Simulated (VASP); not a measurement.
# Au (P6_3/mmc) in VASP: notebook

Au is run at these levels: BLYP; tasks: single point.

Everything below comes from runs of VASP 6.6.1. Logs are shortened: lines on timing, memory, paths and dates and some standing lists are left out, and cuts for length are marked.

### Step 1. The cell of the first run

It takes space group P6_3/mmc (No. 194, hexagonal). Conventional cell: a = 2.858 Å, b = 2.858 Å, c = 9.695 Å, α = 90.00°, β = 90.00°, γ = 120.00°. Au (site symmetry -3m) has 12 Au at 2.86 to 2.93 Å within 3.8 Å. Within 3.8 Å of Au (site symmetry -6m2) lie 12 Au at 2.86 to 2.93 Å.

### Step 2. Single point, BLYP (volume scaled by 0.88)

File INCAR:

```
PREC = Accurate
ENCUT = 520
EDIFF = 1E-6
ISMEAR = -1
SIGMA = 0.1
LREAL = F
LASPH = T
NELM = 80
ALGO = Normal
ISIF = 2
LWAVE = F
LCHARG = T
GGA = B5
ALDAX = 1.0
AGGAX = 1.0
AGGAC = 1.0
ALDAC = 0.0
LELF = T
LVHAR = T
NBANDS = 30
```

File KPOINTS:

```
regular mesh
0
Gamma
  14 14 4
```

File POSCAR:

```
Au
1.0
    2.8578020274      0.0000000000      0.0000000000
   -1.4289010137      2.4749291547      0.0000000000
    0.0000000000      0.0000000000      9.6946224230
Au
4
Direct
    0.0000000000      0.0000000000      1.0000000000
    0.0000000000      0.0000000000      0.5000000000
    0.3333333333      0.6666666667      0.2500000000
    0.6666666667      0.3333333333      0.7500000000
```

Potentials or basis: VASP PAW PBE potentials, release 64 (Au).

Started as:

```sh
$ cat potpaw_PBE.64/Au/POTCAR > POTCAR
$ mpirun -np 1 vasp_std > vasp.out
```

OUTCAR:

```text
PREC = Accurate
   ENCUT = 520
   EDIFF = 1E-6
   ISMEAR = -1
   LREAL = F
   LASPH = T
   NELM = 80
   ISIF = 2
   GGA = B5

 ion  position               nearest neighbor table
   1  0.000  0.000  0.000-   3 2.93   4 2.93   3 2.93   4 2.93   4 2.93   3 2.93
   2  0.000  0.000  0.500-   3 2.93   4 2.93   3 2.93   4 2.93   4 2.93   3 2.93
   3  0.333  0.667  0.250-   1 2.93   2 2.93   1 2.93   2 2.93   1 2.93   2 2.93
   4  0.667  0.333  0.750-   1 2.93   2 2.93   1 2.93   2 2.93   1 2.93   2 2.93

  LATTYP: Found a hexagonal cell.
 ALAT       =     2.8578020274
 C/A-ratio  =     3.3923352038

  Lattice vectors:

 A1 = (   2.8578020274,   0.0000000000,   0.0000000000)
 A2 = (  -1.4289010137,   2.4749291547,   0.0000000000)
 A3 = (   0.0000000000,   0.0000000000,   9.6946224230)

Analysis of symmetry for initial positions (statically):
=====================================================================
 Subroutine PRICEL returns:
 Original cell was already a primitive cell.

 Routine SETGRP: Setting up the symmetry group for a
 hexagonal supercell.

 Subroutine GETGRP returns: Found 24 space group operations
 (whereof 12 operations were pure point group operations)
 out of a pool of 24 trial point group operations.

The static configuration has the point symmetry D_3d.
 The point group associated with its full space group is D_6h.

Analysis of symmetry for dynamics (positions and initial velocities):
=====================================================================
 Subroutine PRICEL returns:
 Original cell was already a primitive cell.

 Routine SETGRP: Setting up the symmetry group for a
 hexagonal supercell.

 Subroutine GETGRP returns: Found 24 space group operations
 (whereof 12 operations were pure point group operations)
 out of a pool of 24 trial point group operations.

The dynamic configuration has the point symmetry D_3d.
 The point group associated with its full space group is D_6h.

 Subroutine INISYM returns: Found 24 space group operations
 (whereof 12 operations are pure point group operations),
 and found     1 'primitive' translations

----------------------------------------------------------------------------------------

                                     Primitive cell

  volume of cell :      68.5687

  direct lattice vectors                    reciprocal lattice vectors
     2.857802027  0.000000000  0.000000000     0.349919270  0.202025985  0.000000000
    -1.428901014  2.474929155  0.000000000     0.000000000  0.404051970  0.000000000
     0.000000000  0.000000000  9.694622423     0.000000000  0.000000000  0.103149969

  length of vectors
     2.857802027  2.857802027  9.694622423     0.404051970  0.404051970  0.103149969

  position of ions in fractional coordinates (direct lattice)
     0.000000000  0.000000000  0.000000000
     0.000000000  0.000000000  0.500000000
     0.333333333  0.666666667  0.250000000
     0.666666667  0.333333333  0.750000000

  ion indices of the primitive-cell ions
   primitive index   ion index
                 1           1
                 2           2
                 3           3
                 4           4

----------------------------------------------------------------------------------------

 KPOINTS: regular mesh

Automatic generation of k-mesh.
 Grid dimensions read from file:
 generate k-points for:   14   14    4

 Generating k-lattice:

  Cartesian coordinates                     Fractional coordinates (reciprocal lattice)
     0.024994234  0.014430427  0.000000000     0.071428571  0.000000000  0.000000000
     0.000000000  0.028860855  0.000000000     0.000000000  0.071428571  0.000000000
     0.000000000  0.000000000  0.025787492     0.000000000  0.000000000  0.250000000

  Length of vectors
     0.028860855  0.028860855  0.025787492

  Shift w.r.t. Gamma in fractional coordinates (k-lattice)
     0.000000000  0.000000000  0.000000000

 Subroutine IBZKPT returns following result:
 ===========================================

 Found     72 irreducible k-points:

 Following reciprocal coordinates:
            Coordinates               Weight
  0.000000  0.000000  0.000000      1.000000
  0.071429 -0.000000  0.000000      6.000000
  0.142857  0.000000  0.000000      6.000000
  0.214286  0.000000  0.000000      6.000000
  0.285714  0.000000  0.000000      6.000000
  0.357143 -0.000000  0.000000      6.000000
[... 16 lines left out ...]
  0.285714  0.285714  0.000000      6.000000
  0.357143  0.285714  0.000000      6.000000
 [... further k-points ...]
   k-points           NKPTS =     72   k-points in BZ     NKDIM =     72   number of bands    NBANDS=     30
   number of dos      NEDOS =    301   number of ions     NIONS =      4
   total plane-waves  NPLWV =  41472
   dimension x,y,z NGX =    24 NGY =   24 NGZ =   72
   dimension x,y,z NGXF=    48 NGYF=   48 NGZF=  144
   ions per type =               4
   NGX,Y,Z   is equivalent  to a cutoff of  13.96, 13.96, 12.35 a.u.
   NGXF,Y,Z  is equivalent  to a cutoff of  27.92, 27.92, 24.69 a.u.
 SYSTEM =  unknown system
   PREC   = accura    normal or accurate (medium, high low for compatibility)
   ISTART =      0    job   : 0-new  1-cont  2-samecut
   ICHARG =      2    charge: 1-file 2-atom 10-const
   ISPIN  =      1    spin polarized calculation?
   LNONCOLLINEAR =      F non collinear calculations
   LSORBIT =      F    spin-orbit coupling
   LASPH  =      T    aspherical Exc in radial PAW
   ENCUT  =  520.0 eV  38.22 Ry    6.18 a.u.   5.31  5.31 18.03*2*pi/ulx,y,z
   NELM   =     80;   NELMIN=  2; NELMDL= -5     # of ELM steps
   EDIFF  = 0.1E-05   stopping-criterion for ELM
   LREAL  =      F    real-space projection
   EDIFFG = 0.1E-04   stopping-criterion for IOM
   NSW    =      0    number of steps for IOM
   IBRION =     -1    ionic relax: 0-MD 1-quasi-New 2-CG
   NFREE  =      0    steps in history (QN), initial steepest desc. (CG)
   ISIF   =      2    stress and relaxation
   ISYM   =      2    0-nonsym 1-usesym 2-fastsym
   POTIM  = 0.5000    time-step for ionic-motion
   TEBEG  =    0.0;   TEEND  =   0.0 temperature during run
   PSTRESS=    0.0 pullay stress
   NELECT =      44.0000    total number of electrons
   NUPDOWN=      -1.0000    fix difference up-down
   EMIN   =  10.00;   EMAX   =-10.00  energy-range for DOS
   EFERMI =   0.00;   METHOD = LEGACY
   ISMEAR =    -1;   SIGMA  =   0.10  broadening in eV -4-tet -1-fermi 0-gaus
   EFERMI_NEDOS =   21; number of points for ismear=-14 and -15
   IALGO  =     38    algorithm
   IMIX   =      4    mixing-type and parameters
     AMIX     =   0.40;   BMIX     =  1.00
     AMIX_MAG =   1.60;   BMIX_MAG =  1.00
  volume/ion in A,a.u.               =      17.14       115.68
  Fermi-wavevector in a.u.,A,eV,Ry     =   1.412051  2.668390 27.128502  1.993889
  Thomas-Fermi vector in A             =   2.533840
   LORBIT       =      0    0 simple, 1 ext, 2 COOP (PROOUT), +10 PAW based schemes
   GGA     = B5    functional components
   LHFCALC =     F    Hartree Fock is set to
   AEXX    =    0.0000 exact exchange contribution
   IVDW    =     0    specifies the selected vdW correction
   LEPSILON=     F    determine dielectric tensor
   LRPA    =     F    only Hartree local field effects (RPA)
 non-spin polarized calculation
  energy-cutoff  :      520.00
  volume of cell :       68.57
 maximum number of plane-waves:      1884
 NGX is ok and might be reduce to    24
   NGX = 11   NGY = 11   NGZ = 37

 number of electron      43.9999999 magnetization

 Free energy of the ion-electron system (eV)
  ---------------------------------------------------
  ext. energy  EPLUGINS =         0.00000000
  ---------------------------------------------------
  free energy    TOTEN  =        -9.29167888 eV

  energy without entropy =       -9.24615291  energy(sigma->0) =       -9.26891590

 E-fermi :  10.0006     XC(G=0): -12.0304

 val. band max:        9.9788176431   @ k =   0.5000   0.0000   0.2500
 cond. band min:      10.0108182315   @ k =   0.1429   0.0000   0.2500
 fundamental gap:      0.0320005884
 Fermi energy:        10.0006142788

 k-point     1 :       0.0000    0.0000    0.0000
  band No.  band energies     occupation
      1       0.2522      2.00000
      2       1.8785      2.00000
      3       1.8893      2.00000
      4       2.5773      2.00000
      5       5.0182      2.00000
      6       5.0934      2.00000
[... 22 lines left out ...]
     29      24.7893      0.00000
     30      25.7839      0.00000

 k-point     2 :       0.0714   -0.0000    0.0000
  band No.  band energies     occupation
      1       0.4159      2.00000
      2       2.0368      2.00000
      3       2.0474      2.00000
      4       2.7160      2.00000
      5       4.9308      2.00000
      6       5.0117      2.00000
[... 22 lines left out ...]
     29      24.9096      0.00000
     30      25.7886      0.00000

 k-point     3 :       0.1429    0.0000    0.0000
  band No.  band energies     occupation
      1       0.8877      2.00000
      2       2.4694      2.00000
      3       2.4789      2.00000
      4       3.0880      2.00000
      5       4.6322      2.00000
      6       4.7999      2.00000
[... 22 lines left out ...]
     29      24.9237      0.00000
     30      24.9829      0.00000

 k-point     4 :       0.2143    0.0000    0.0000
  band No.  band energies     occupation
      1       1.5954      2.00000
      2       2.9845      2.00000
      3       2.9897      2.00000
      4       3.5046      2.00000
      5       4.3763      2.00000
      6       4.5391      2.00000
[... 22 lines left out ...]
     29      23.1967      0.00000
     30      23.2539      0.00000

 k-point     5 :       0.2857    0.0000    0.0000
  band No.  band energies     occupation
      1       2.3483      2.00000
      2       3.1968      2.00000
      3       3.2268      2.00000
      4       3.6042      2.00000
      5       4.2174      2.00000
      6       4.2518      2.00000
[... 22 lines left out ...]
     29      22.0472      0.00000
     30      22.5303      0.00000
[... 526 lines left out ...]
     29      17.5982      0.00000
     30      19.1840      0.00000

 k-point    22 :       0.3571    0.2143    0.0000
  band No.  band energies     occupation
      1       3.5304      2.00000
      2       3.5347      2.00000
      3       3.9504      2.00000
      4       4.2762      2.00000
      5       4.4162      2.00000
      6       4.4997      2.00000
[... 22 lines left out ...]
     29      18.4127      0.00000
     30      18.7869      0.00000

 k-point    23 :       0.2857    0.2857    0.0000
  band No.  band energies     occupation
      1       3.8161      2.00000
      2       3.8231      2.00000
      3       4.0179      2.00000
      4       4.1981      2.00000
      5       4.4793      2.00000
      6       4.5352      2.00000
[... 22 lines left out ...]
     29      17.1962      0.00000
     30      17.2652      0.00000

 k-point    24 :       0.3571    0.2857    0.0000
  band No.  band energies     occupation
      1       3.8559      2.00000
      2       3.9282      2.00000
      3       4.2287      2.00000
      4       4.2460      2.00000
      5       4.3256      2.00000
      6       4.3963      2.00000
[... 22 lines left out ...]
     29      16.7091      0.00000
     30      18.9654      0.00000

 [... further k-points ...]
[... 5 lines left out ...]
  --------------------------------------------------------------------------------------
  -------------------------------------------------------------------------------------
  Total        8.9262473      8.9262473      7.8704457      0.0000000      0.0000000      0.0000000
  in kB      208.5708870    208.5708870    183.9010023      0.0000000      0.0000000      0.0000000
  external PRESSURE =     200.3475921 kB  Pullay stress =       0.0000000 kB

 VOLUME and BASIS-vectors are now :
 -----------------------------------------------------------------------------
  energy-cutoff  :      520.00
  volume of cell :       68.57
      direct lattice vectors                 reciprocal lattice vectors
     2.857802027  0.000000000  0.000000000     0.349919270  0.202025985  0.000000000
    -1.428901014  2.474929155  0.000000000     0.000000000  0.404051970  0.000000000
     0.000000000  0.000000000  9.694622423     0.000000000  0.000000000  0.103149969

 POSITION                                       TOTAL-FORCE (eV/Angst)
 -----------------------------------------------------------------------------------
      0.00000      0.00000      0.00000         0.000000     -0.000000      0.000000
      0.00000      0.00000      4.84731         0.000000     -0.000000      0.000000
     -0.00000      1.64995      2.42366         0.000000     -0.000000     -0.000000
      1.42890      0.82498      7.27097        -0.000000      0.000000      0.000000
 -----------------------------------------------------------------------------------
    total drift:                               -0.000000      0.000000      0.000000

  FREE ENERGIE OF THE ION-ELECTRON SYSTEM (eV)
  ---------------------------------------------------
  free  energy   TOTEN  =        -9.2916788841 eV

  energy  without entropy=       -9.2461529100  energy(sigma->0) =       -9.26891590
```

Run time: 88 s. Hardware: 1 thread of AMD EPYC 9R45 (Zen 5), shared host; peak memory 0.23 GiB.

What came out:

| Quantity | Value |
| --- | --- |
| Free energy | -9.2917 eV |
| Pressure | 20.0 GPa |
| Band gap on the k mesh | zero (band 22 reaches 12.63 eV, above the bottom of band 23 at 7.60 eV) |

Stress tensor (GPa, compression positive):
```
20.86  0.00  0.00
 0.00 20.86  0.00
 0.00  0.00 18.39
```

Levels at points of the mesh, in eV from the Fermi level:
| k point | band 19 | band 20 | band 21 | band 22 | band 23 | band 24 | band 25 | band 26 |
| --- | --- | --- | --- | --- | --- | --- | --- | --- |
| (0.00, 0.00, 0.00) | -2.97 | -2.74 | -2.74 | -2.18 | -2.18 | -1.02 | 2.46 | 10.41 |
| (0.50, 0.00, 0.00) | -1.81 | -1.75 | -0.34 | 0.42 | 1.20 | 1.50 | 3.65 | 3.85 |
| (0.00, 0.00, 0.50) | -3.22 | -3.22 | -2.40 | -2.40 | -2.40 | -2.40 | 5.64 | 5.64 |
| (0.50, 0.00, 0.50) | -1.77 | -1.77 | 0.39 | 0.39 | 1.36 | 1.36 | 4.14 | 4.14 |

Caveat: the PAW data sets were made with another functional, which shifts forces and pressure a little; spin-orbit coupling is left out, which moves the levels of the heavy elements.

(Continued in part 2 of 2.)
